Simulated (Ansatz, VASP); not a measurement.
Given: the input of a run of Ansatz 0.2.0 on HfIn4SiO6.

The input input.yaml:

```yaml
crystal:
  lattice:
    - [3.23023, -5.57768, -0.0247]
    - [3.23023, 5.57768, -0.0247]
    - [-1.49068, 0.0, 6.3203]
  atoms:
    - { symbol: Hf, position: [0.10178, 0.10178, 0.00912] }
    - { symbol: In, position: [0.79222, 0.48204, 0.00818] }
    - { symbol: In, position: [0.48204, 0.79222, 0.00818] }
    - { symbol: In, position: [0.54472, 0.21983, 0.48398] }
    - { symbol: In, position: [0.21983, 0.54472, 0.48398] }
    - { symbol: Si, position: [0.85433, 0.85433, 0.44523] }
    - { symbol: O, position: [0.835, 0.58822, 0.38104] }
    - { symbol: O, position: [0.58822, 0.835, 0.38104] }
    - { symbol: O, position: [0.02899, 0.02899, 0.295] }
    - { symbol: O, position: [0.9792, 0.9792, 0.69555] }
    - { symbol: O, position: [0.42852, 0.14514, 0.07435] }
    - { symbol: O, position: [0.14514, 0.42852, 0.07435] }
hamiltonian:
  xc: pbe
  pseudopotentials: { kind: paw }
kpoints:
  mp_grid: { grid: [5, 5, 4] }
scf:
  occupations: { method: fermi_dirac, width: 0.05 }
output:
  forces: true
  stress: true
  eigenvalues: true
```

Potentials or basis: Ansatz PAW.

Command:

```sh
$ ansatz run input.yaml --threads 8 --pin off --max-ram 20480MiB --backend cpu --events-out ev --progress --plain --runs-dir out
```

Question: Translate it to VASP 6.6.1. Potentials there: VASP PAW PBE potentials, release 64 (Hf_pv, In_d, Si, O).

Answer: As run (the cutoff follows the program's own potentials):

The input INCAR:

```
SYSTEM = HfIn4SiO6
PREC = Accurate
ENCUT = 520
EDIFF = 1E-7
ISMEAR = -1
SIGMA = 0.05
LREAL = .False.
LASPH = .True.
NELM = 60
ALGO = Normal
ISIF = 2
LWAVE = .False.
LCHARG = .False.
GGA = PE
NBANDS = 63
KPAR = 4
```

KPOINTS

```
Automatic mesh
0
Gamma
  5 5 4
  0 0 0
```

Contents of POSCAR:

```
HfIn4SiO6
1.0
    3.2302300000     -5.5776800000     -0.0247000000
    3.2302300000      5.5776800000     -0.0247000000
   -1.4906800000      0.0000000000      6.3203000000
Hf In Si O
1 4 1 6
Direct
    0.1017800000      0.1017800000      0.0091200000
    0.7922200000      0.4820400000      0.0081800000
    0.4820400000      0.7922200000      0.0081800000
    0.5447200000      0.2198300000      0.4839800000
    0.2198300000      0.5447200000      0.4839800000
    0.8543300000      0.8543300000      0.4452300000
    0.8350000000      0.5882200000      0.3810400000
    0.5882200000      0.8350000000      0.3810400000
    0.0289900000      0.0289900000      0.2950000000
    0.9792000000      0.9792000000      0.6955500000
    0.4285200000      0.1451400000      0.0743500000
    0.1451400000      0.4285200000      0.0743500000
```

Potentials or basis: VASP PAW PBE potentials, release 64 (Hf_pv, In_d, Si, O).

Launch:

```sh
$ cat potpaw_PBE.64/Hf_pv/POTCAR potpaw_PBE.64/In_d/POTCAR potpaw_PBE.64/Si/POTCAR potpaw_PBE.64/O/POTCAR > POTCAR
$ mpirun -np 4 vasp_std > vasp.out
```

Both were run:

|  | VASP | Ansatz | Ansatz less VASP |
| --- | --- | --- | --- |
| gap on the k mesh at the Fermi level (eV) | 0.63 | 0.64 | +0.011 |
| least direct gap on the mesh (eV) | 0.89 | 0.90 | +0.010 |
| pressure (GPa) | -0.3 | 0.0 | +0.25 |
| traceless stress, the component that is largest in VASP (GPa) | -0.12 | 0.01 | +0.132 |
| rms of the force components (eV/Å) | 0.052 | 0.002 | -0.0497 |

Atom by atom the forces differ by 0.052 eV/Å (rms over components). With one functional, cell and mesh, what is left measures potentials, basis and numerics. VASP's potentials hold 102 valence electrons a cell and Ansatz's 118, so a difference there can come from the potentials and not from the codes.

Spin-orbit coupling is off throughout. Noted on Ansatz's run: odd divisions of the mesh miss points on the zone boundary, where band edges often lie, so the gap on the mesh can be too wide.
